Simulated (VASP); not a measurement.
Input of a VASP 6.6.1 run:

Contents of INCAR:

```
PREC = Accurate
ENCUT = 600
EDIFF = 1E-6
ISMEAR = -1
SIGMA = 0.05
LREAL = F
LASPH = T
NELM = 100
ALGO = Normal
ISIF = 3
LWAVE = F
LCHARG = F
GGA = PE
IBRION = 2
NSW = 60
EDIFFG = -0.005
PSTRESS = 640.0
```

The input KPOINTS:

```
Automatic mesh
0
Gamma
  11 11 6
```

POSCAR

```
SnSe
1.0
    3.7195059859      0.0000000000      0.0000000000
   -1.8597529930      3.2211866733      0.0000000000
    0.0000000000      0.0000000000      5.7652342782
Sn Se
2 2
Direct
    0.0000000000      0.0000000000      0.0000000000
    0.0000000000      0.0000000000      0.5000000000
    0.3333333333      0.6666666667      0.2500000000
    0.6666666667      0.3333333333      0.7500000000
```

Potentials or basis: VASP PAW PBE potentials, release 64 (Sn_d, Se).

The run is started by

```console
$ cat potpaw_PBE.64/Sn_d/POTCAR potpaw_PBE.64/Se/POTCAR > POTCAR
$ mpirun -np 1 vasp_std > vasp.out
```

(1) What does it give for the band gap on the k mesh?

(2) What does it give for the relaxed cell?

(3) Estimate the relaxed volume.

## Answers

(1) zero (bands 20 and 21 overlap by 5.73 eV).

(2) a = 3.127 Å, b = 3.127 Å, c = 7.682 Å, α = 90.00°, β = 90.00°, γ = 120.00°.

(3) 16.26 Å³/atom.

Caveat: the cell is relaxed towards a set pressure, so the run minimises the enthalpy, not the energy; a cell axis changed by over 15 % at a fixed basis, so the end point is rough; spin-orbit coupling is left out, which moves the levels of the heavy elements.
